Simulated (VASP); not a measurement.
# ZnO (P6_3mc) in VASP: notebook

Runs on ZnO. Level: r2SCAN. Tasks: single point.

All numbers are computed with VASP 6.6.1; they aren't measurements. Logs are shortened: lines on timing, memory, paths and dates and some standing lists are left out, and cuts for length are marked.

**1. The cell of the first run**

Symmetry: P6_3mc, No. 186, hexagonal system. The conventional cell has a = 3.170 Å, b = 3.170 Å, c = 5.274 Å, α = 90.00°, β = 90.00°, γ = 120.00°. Zn (site symmetry 3m) has 4 O at 1.94 to 2.00 Å within 2.6 Å. O (site symmetry 3m) has 4 Zn at 1.94 to 2.00 Å within 2.6 Å.

**2. Single point, r2SCAN (in-plane strain -0.02)**

POSCAR

```
ZnO
1.0
    3.1704915475      0.0000000000      0.0000000000
   -1.5852457738      2.7457262226      0.0000000000
    0.0000000000      0.0000000000      5.2739630713
Zn O
2 2
Direct
    0.3333333333      0.6666666667      0.4996928418
    0.6666666667      0.3333333333     -0.0003071582
    0.6666666667      0.3333333333      0.3793171582
    0.3333333333      0.6666666667      0.8793171582
```

INCAR.step1

```
SYSTEM = ZnO
  PREC = Accurate
  ENCUT = 520
  ISMEAR = 0
  SIGMA = 0.01
  LREAL = .FALSE.
  LASPH = .TRUE.
  NELM = 60
  NBANDS = 26
  GGA = PE
  ALGO = Normal
  EDIFF = 1E-4
  LWAVE = .TRUE.
  LCHARG = .FALSE.
```

INCAR.step2

```
SYSTEM = ZnO
  PREC = Accurate
  ENCUT = 520
  EDIFF = 1E-6
  ISMEAR = 0
  SIGMA = 0.01
  LREAL = .FALSE.
  LASPH = .TRUE.
  NELM = 60
  ALGO = Normal
  ISIF = 2
  LWAVE = .FALSE.
  LCHARG = .FALSE.
  METAGGA = R2SCAN
  LMIXTAU = .TRUE.
  NBANDS = 26
  ISTART = 1
```

KPOINTS

```
Automatic mesh
0
G
  8 8 4
  0 0 0
```

Potentials or basis: VASP PAW PBE potentials, release 64 (Zn, O).

The run is started by

```console
> cat potpaw_PBE.64/Zn/POTCAR potpaw_PBE.64/O/POTCAR > POTCAR
> cp INCAR.step1 INCAR
> mpirun -np 1 vasp_std > vasp.out
> cp INCAR.step2 INCAR
> mpirun -np 1 vasp_std > vasp.out
```

OUTCAR:

```text
SYSTEM = ZnO
   PREC = Accurate
   ENCUT = 520
   EDIFF = 1E-6
   ISMEAR = 0
   LREAL = .FALSE.
   LASPH = .TRUE.
   NELM = 60
   ISIF = 2
   METAGGA = R2SCAN
   ISTART = 1

 ion  position               nearest neighbor table
   1  0.333  0.667  0.500-   3 1.94   3 1.94   3 1.94   4 2.00
   2  0.667  0.333  1.000-   4 1.94   4 1.94   4 1.94   3 2.00
   3  0.667  0.333  0.379-   1 1.94   1 1.94   1 1.94   2 2.00
   4  0.333  0.667  0.879-   2 1.94   2 1.94   2 1.94   1 2.00

  LATTYP: Found a hexagonal cell.
 ALAT       =     3.1704915475
 C/A-ratio  =     1.6634528092

  Lattice vectors:

 A1 = (   3.1704915475,   0.0000000000,   0.0000000000)
 A2 = (  -1.5852457738,   2.7457262226,   0.0000000000)
 A3 = (   0.0000000000,   0.0000000000,   5.2739630713)

Analysis of symmetry for initial positions (statically):
=====================================================================
 Subroutine PRICEL returns:
 Original cell was already a primitive cell.

 Routine SETGRP: Setting up the symmetry group for a
 hexagonal supercell.

 Subroutine GETGRP returns: Found 12 space group operations
 (whereof  6 operations were pure point group operations)
 out of a pool of 24 trial point group operations.

The static configuration has the point symmetry C_3v.
 The point group associated with its full space group is C_6v.

Analysis of symmetry for dynamics (positions and initial velocities):
=====================================================================
 Subroutine PRICEL returns:
 Original cell was already a primitive cell.

 Routine SETGRP: Setting up the symmetry group for a
 hexagonal supercell.

 Subroutine GETGRP returns: Found 12 space group operations
 (whereof  6 operations were pure point group operations)
 out of a pool of 24 trial point group operations.

The dynamic configuration has the point symmetry C_3v.
 The point group associated with its full space group is C_6v.

 Subroutine INISYM returns: Found 12 space group operations
 (whereof  6 operations are pure point group operations),
 and found     1 'primitive' translations

----------------------------------------------------------------------------------------

                                     Primitive cell

  volume of cell :      45.9114

  direct lattice vectors                    reciprocal lattice vectors
     3.170491548  0.000000000  0.000000000     0.315408505  0.182101185  0.000000000
    -1.585245774  2.745726223  0.000000000     0.000000000  0.364202371  0.000000000
     0.000000000  0.000000000  5.273963071     0.000000000  0.000000000  0.189610732

  length of vectors
     3.170491548  3.170491548  5.273963071     0.364202371  0.364202371  0.189610732

  position of ions in fractional coordinates (direct lattice)
     0.333333333  0.666666667  0.499692842
     0.666666667  0.333333333  0.999692842
     0.666666667  0.333333333  0.379317158
     0.333333333  0.666666667  0.879317158

  ion indices of the primitive-cell ions
   primitive index   ion index
                 1           1
                 2           2
                 3           3
                 4           4

----------------------------------------------------------------------------------------

 KPOINTS: Automatic mesh

Automatic generation of k-mesh.
 Grid dimensions read from file:
 generate k-points for:    8    8    4

 Generating k-lattice:

  Cartesian coordinates                     Fractional coordinates (reciprocal lattice)
     0.039426063  0.022762648  0.000000000     0.125000000  0.000000000  0.000000000
     0.000000000  0.045525296  0.000000000     0.000000000  0.125000000  0.000000000
     0.000000000  0.000000000  0.047402683     0.000000000  0.000000000  0.250000000

  Length of vectors
     0.045525296  0.045525296  0.047402683

  Shift w.r.t. Gamma in fractional coordinates (k-lattice)
     0.000000000  0.000000000  0.000000000

 Subroutine IBZKPT returns following result:
 ===========================================

 Found     30 irreducible k-points:

 Following reciprocal coordinates:
            Coordinates               Weight
  0.000000  0.000000  0.000000      1.000000
  0.125000  0.000000  0.000000      6.000000
  0.250000  0.000000  0.000000      6.000000
  0.375000 -0.000000  0.000000      6.000000
  0.500000  0.000000  0.000000      3.000000
  0.125000  0.125000  0.000000      6.000000
[... 16 lines left out ...]
  0.250000  0.000000  0.500000      6.000000
  0.375000 -0.000000  0.500000      6.000000
 [... further k-points ...]
   k-points           NKPTS =     30   k-points in BZ     NKDIM =     30   number of bands    NBANDS=     26
   number of dos      NEDOS =    301   number of ions     NIONS =      4
   total plane-waves  NPLWV =  23040
   dimension x,y,z NGX =    24 NGY =   24 NGZ =   40
   dimension x,y,z NGXF=    48 NGYF=   48 NGZF=   80
   ions per type =               2   2
   NGX,Y,Z   is equivalent  to a cutoff of  12.58, 12.58, 12.61 a.u.
   NGXF,Y,Z  is equivalent  to a cutoff of  25.17, 25.17, 25.22 a.u.
 SYSTEM =  ZnO
   PREC   = accura    normal or accurate (medium, high low for compatibility)
   ISTART =      1    job   : 0-new  1-cont  2-samecut
   ICHARG =      0    charge: 1-file 2-atom 10-const
   ISPIN  =      1    spin polarized calculation?
   LNONCOLLINEAR =      F non collinear calculations
   LSORBIT =      F    spin-orbit coupling
   LASPH  =      T    aspherical Exc in radial PAW
   ENCUT  =  520.0 eV  38.22 Ry    6.18 a.u.   5.90  5.90  9.81*2*pi/ulx,y,z
   NELM   =     60;   NELMIN=  2; NELMDL=  0     # of ELM steps
   EDIFF  = 0.1E-05   stopping-criterion for ELM
   LREAL  =      F    real-space projection
   EDIFFG = 0.1E-04   stopping-criterion for IOM
   NSW    =      0    number of steps for IOM
   IBRION =     -1    ionic relax: 0-MD 1-quasi-New 2-CG
   NFREE  =      0    steps in history (QN), initial steepest desc. (CG)
   ISIF   =      2    stress and relaxation
   ISYM   =      2    0-nonsym 1-usesym 2-fastsym
   POTIM  = 0.5000    time-step for ionic-motion
   TEBEG  =    0.0;   TEEND  =   0.0 temperature during run
   PSTRESS=    0.0 pullay stress
   NELECT =      36.0000    total number of electrons
   NUPDOWN=      -1.0000    fix difference up-down
   EMIN   =  10.00;   EMAX   =-10.00  energy-range for DOS
   EFERMI =   0.00;   METHOD = LEGACY
   ISMEAR =     0;   SIGMA  =   0.01  broadening in eV -4-tet -1-fermi 0-gaus
   EFERMI_NEDOS =   21; number of points for ismear=-14 and -15
   IALGO  =     38    algorithm
   IMIX   =      4    mixing-type and parameters
     AMIX     =   0.40;   BMIX     =  1.00
     AMIX_MAG =   1.60;   BMIX_MAG =  1.00
  volume/ion in A,a.u.               =      11.48        77.46
  Fermi-wavevector in a.u.,A,eV,Ry     =   1.509624  2.852775 31.007182  2.278964
  Thomas-Fermi vector in A             =   2.619921
   LORBIT       =      0    0 simple, 1 ext, 2 COOP (PROOUT), +10 PAW based schemes
   METAGGA = R2SCAN    functional components
   LHFCALC =     F    Hartree Fock is set to
   AEXX    =    0.0000 exact exchange contribution
   IVDW    =     0    specifies the selected vdW correction
   LEPSILON=     F    determine dielectric tensor
   LRPA    =     F    only Hartree local field effects (RPA)
 non-spin polarized calculation
 Gauss-broadening in eV      SIGMA  =   0.01
  energy-cutoff  :      520.00
  volume of cell :       45.91
 maximum number of plane-waves:      1254
 NGX is ok and might be reduce to    24
   NGX = 11   NGY = 11   NGZ = 19

 number of electron      35.9999988 magnetization

 Free energy of the ion-electron system (eV)
  ---------------------------------------------------
  ext. energy  EPLUGINS =         0.00000000
  ---------------------------------------------------
  free energy    TOTEN  =       -36.26351669 eV

  energy without entropy =      -36.26351669  energy(sigma->0) =      -36.26351669

 E-fermi :   1.2861     XC(G=0): -11.8743

 val. band max:        1.2268010580   @ k =   0.0000   0.0000   0.0000
 cond. band min:       2.4470851040   @ k =   0.0000   0.0000   0.0000
 fundamental gap:      1.2202840460
 Fermi energy:         1.2861305784

 k-point     1 :       0.0000    0.0000    0.0000
  band No.  band energies     occupation
      1     -18.2062      2.00000
      2     -17.5193      2.00000
      3      -4.8758      2.00000
      4      -4.8467      2.00000
      5      -4.8466      2.00000
      6      -4.7720      2.00000
[... 18 lines left out ...]
     25      16.7487      0.00000
     26      16.7489      0.00000

 k-point     2 :       0.1250    0.0000    0.0000
  band No.  band energies     occupation
      1     -18.1161      2.00000
      2     -17.4745      2.00000
      3      -4.9509      2.00000
      4      -4.7901      2.00000
      5      -4.7371      2.00000
      6      -4.7233      2.00000
[... 18 lines left out ...]
     25      16.0534      0.00000
     26      16.9143      0.00000

 k-point     3 :       0.2500    0.0000    0.0000
  band No.  band energies     occupation
      1     -17.8846      2.00000
      2     -17.3723      2.00000
      3      -5.1306      2.00000
      4      -4.7652      2.00000
      5      -4.6636      2.00000
      6      -4.5217      2.00000
[... 18 lines left out ...]
     25      15.8530      0.00000
     26      16.6740      0.00000

 k-point     4 :       0.3750   -0.0000    0.0000
  band No.  band energies     occupation
      1     -17.6205      2.00000
      2     -17.2904      2.00000
      3      -5.1783      2.00000
      4      -4.8427      2.00000
      5      -4.5627      2.00000
      6      -4.2721      2.00000
[... 18 lines left out ...]
     25      15.6180      0.00000
     26      16.7326      0.00000

 k-point     5 :       0.5000    0.0000    0.0000
  band No.  band energies     occupation
      1     -17.4867      2.00000
      2     -17.2772      2.00000
      3      -5.0910      2.00000
      4      -4.9324      2.00000
      5      -4.5308      2.00000
      6      -4.0956      2.00000
[... 18 lines left out ...]
     25      15.4095      0.00000
     26      16.8836      0.00000

 k-point     6 :       0.1250    0.1250    0.0000
  band No.  band energies     occupation
      1     -17.9550      2.00000
      2     -17.4010      2.00000
      3      -5.0355      2.00000
      4      -4.8188      2.00000
      5      -4.6441      2.00000
      6      -4.6374      2.00000
[... 427 lines left out ...]
 k-point    21 :       0.0000    0.0000    0.5000
  band No.  band energies     occupation
      1     -17.8723      2.00000
      2     -17.8723      2.00000
      3      -5.0308      2.00000
      4      -5.0308      2.00000
      5      -4.7660      2.00000
      6      -4.7660      2.00000
[... 18 lines left out ...]
     25      15.6950      0.00000
     26      15.6950      0.00000

 k-point    22 :       0.1250    0.0000    0.5000
  band No.  band energies     occupation
      1     -17.8025      2.00000
      2     -17.8025      2.00000
      3      -5.0868      2.00000
      4      -5.0868      2.00000
      5      -4.7015      2.00000
      6      -4.7015      2.00000
[... 18 lines left out ...]
     25      15.8334      0.00000
     26      15.8334      0.00000

 k-point    23 :       0.2500    0.0000    0.5000
  band No.  band energies     occupation
      1     -17.6300      2.00000
      2     -17.6300      2.00000
      3      -5.1946      2.00000
      4      -5.1946      2.00000
      5      -4.5322      2.00000
      6      -4.5322      2.00000
[... 18 lines left out ...]
     25      16.0551      0.00000
     26      16.0551      0.00000

 k-point    24 :       0.3750   -0.0000    0.5000
  band No.  band energies     occupation
      1     -17.4513      2.00000
      2     -17.4513      2.00000
      3      -5.2513      2.00000
      4      -5.2513      2.00000
      5      -4.3633      2.00000
      6      -4.3633      2.00000
[... 18 lines left out ...]
     25      16.1334      0.00000
     26      16.1334      0.00000

 [... further k-points ...]
[... 5 lines left out ...]
  --------------------------------------------------------------------------------------
  -------------------------------------------------------------------------------------
  Total        2.5210410      2.5210410      0.0888062     -0.0000000      0.0000000     -0.0000000
  in kB       87.9770882     87.9770882      3.0990807     -0.0000000      0.0000000     -0.0000000
  external PRESSURE =      59.6844191 kB  Pullay stress =       0.0000000 kB

 VOLUME and BASIS-vectors are now :
 -----------------------------------------------------------------------------
  energy-cutoff  :      520.00
  volume of cell :       45.91
      direct lattice vectors                 reciprocal lattice vectors
     3.170491548  0.000000000  0.000000000     0.315408505  0.182101185  0.000000000
    -1.585245774  2.745726223  0.000000000     0.000000000  0.364202371  0.000000000
     0.000000000  0.000000000  5.273963071     0.000000000  0.000000000  0.189610732

 POSITION                                       TOTAL-FORCE (eV/Angst)
 -----------------------------------------------------------------------------------
     -0.00000      1.83048      2.63536         0.000000      0.000000      0.320670
      1.58525      0.91524      5.27234        -0.000000      0.000000      0.320670
      1.58525      0.91524      2.00050        -0.000000      0.000000     -0.320670
     -0.00000      1.83048      4.63749        -0.000000      0.000000     -0.320670
 -----------------------------------------------------------------------------------
    total drift:                                0.000001      0.000002     -0.042431

  FREE ENERGIE OF THE ION-ELECTRON SYSTEM (eV)
  ---------------------------------------------------
  free  energy   TOTEN  =       -36.2635166949 eV

  energy  without entropy=      -36.2635166949  energy(sigma->0) =      -36.26351669
```

Run time: 74 s. Hardware: 1 thread of Intel Xeon 6975P-C, shared host; peak memory 0.18 GiB.

What came out:

```yaml
Free_energy: -36.2635 eV
Pressure: 6.0 GPa
Largest_force: 0.321 eV/Å
Band_gap_on_the_k_mesh: 1.22 eV, direct
```

Forces on the atoms (eV/Å):
```
Zn   0.000  0.000  0.321
Zn   0.000  0.000  0.321
O    0.000  0.000 -0.321
O    0.000  0.000 -0.321
```

Caveat: the cell differs from its parent crystal (in-plane strain -0.02); the PAW data sets were made with another functional, which shifts forces and pressure a little.

**3. Single point, r2SCAN (in-plane strain -0.02, then relaxed in part)**

POSCAR

```
ZnO
1.0
    3.1704915475      0.0000000000      0.0000000000
   -1.5852457738      2.7457262226      0.0000000000
    0.0000000000      0.0000000000      5.3147157903
Zn O
2 2
Direct
    0.3333333333      0.6666666667      0.5048434181
    0.6666666667      0.3333333333      0.0048434181
    0.6666666667      0.3333333333      0.3741665819
    0.3333333333      0.6666666667      0.8741665819
```

INCAR.step1

```
PREC = Accurate
ENCUT = 520
ISMEAR = 0
SIGMA = 0.01
LREAL = F
LASPH = T
NELM = 80
NBANDS = 26
GGA = PE
ALGO = Normal
EDIFF = 1E-4
LWAVE = T
LCHARG = F
```

INCAR.step2

```
PREC = Accurate
ENCUT = 520
EDIFF = 1E-6
ISMEAR = 0
SIGMA = 0.01
LREAL = F
LASPH = T
NELM = 80
ALGO = Normal
ISIF = 2
LWAVE = F
LCHARG = F
METAGGA = R2SCAN
LMIXTAU = T
NBANDS = 26
ISTART = 1
```

KPOINTS

```
Automatic mesh
0
Gamma
  8 8 4
```

Potentials or basis: VASP PAW PBE potentials, release 64 (Zn, O).

The run is started by

```console
> cat potpaw_PBE.64/Zn/POTCAR potpaw_PBE.64/O/POTCAR > POTCAR
> cp INCAR.step1 INCAR
> mpirun -np 1 vasp_std > vasp.out
> cp INCAR.step2 INCAR
> mpirun -np 1 vasp_std > vasp.out
```

Wall time 73 s (1 thread of Intel Xeon 6975P-C, shared host); peak memory 0.18 GiB.

Results (log left out):

| Item | Value |
| --- | --- |
| Free energy | -36.2840 eV |
| Pressure | 4.1 GPa |
| Largest force | 0.006 eV/Å |
| Band gap on the k mesh | 1.21 eV, direct |

Forces in eV/Å, atoms in the order of the input:
```
Zn   0.000  0.000  0.006
Zn   0.000  0.000  0.006
O    0.000  0.000 -0.006
O    0.000  0.000 -0.006
```

Stress tensor (GPa, compression positive):
```
5.61 0.00 0.00
0.00 5.61 0.00
0.00 0.00 1.18
```

Levels at points of the mesh, in eV from the valence-band top:
```csv
k point,band 14,band 15,band 16,band 17,band 18,band 19,band 20,band 21,band 22,band 23
"(0.00, 0.00, 0.00)",-0.84,-0.84,-0.13,0.00,0.00,1.21,6.13,8.56,14.24,14.24
"(0.50, 0.00, 0.00)",-3.56,-2.97,-2.32,-1.46,-0.82,6.53,7.42,7.78,9.68,11.25
"(0.00, 0.00, 0.50)",-2.39,-0.41,-0.41,-0.41,-0.41,3.93,3.93,10.70,10.70,14.55
"(0.50, 0.00, 0.50)",-3.85,-1.62,-1.62,-1.52,-1.52,6.19,6.19,9.31,9.31,12.13
```

Caveat: the cell differs from its parent crystal (in-plane strain -0.02, then relaxed in part); the PAW data sets were made with another functional, which shifts forces and pressure a little.
